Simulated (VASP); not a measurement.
Al, 8 atoms in the cell. The structure is cubic, space group Im-3m (No. 229). Conventional cell: a = 3.235 Å, b = 3.235 Å, c = 3.235 Å, α = 90.00°, β = 90.00°, γ = 90.00°. Al (site symmetry m-3m) has 14 Al at 2.80 to 3.24 Å within 3.7 Å. 

| Property | Result |
| --- | --- |
| Program | VASP 6.6.1 |
| Task | single point |
| Functional | PBE |
| Potentials or basis | VASP PAW PBE potentials, release 64 (Al) |
| Cutoff | 520 eV |
| k mesh | 14 × 14 × 14 |
| Occupations | gaussian, width 0.15 eV |
| Spin | no spin polarisation |
| Dipole correction | no |
| Further INCAR settings | ALGO = Fast; EDIFF = 1e-06; NBANDS = 22 |

Potentials or basis: VASP PAW PBE potentials, release 64 (Al).

Launch:

```bash
$ cat potpaw_PBE.64/Al/POTCAR > POTCAR
$ mpirun -np 1 vasp_std > vasp.out
```

Hardware: 1 thread of AMD EPYC 7R13 Processor (Zen 3), with other jobs on the host.

Q: How long does it take, and how much memory?

A: Run time: 11 min on 1 thread of AMD EPYC 7R13 Processor (Zen 3) (shared host), peak memory 0.35 GiB. Counts: scf iterations 13, k points 104.
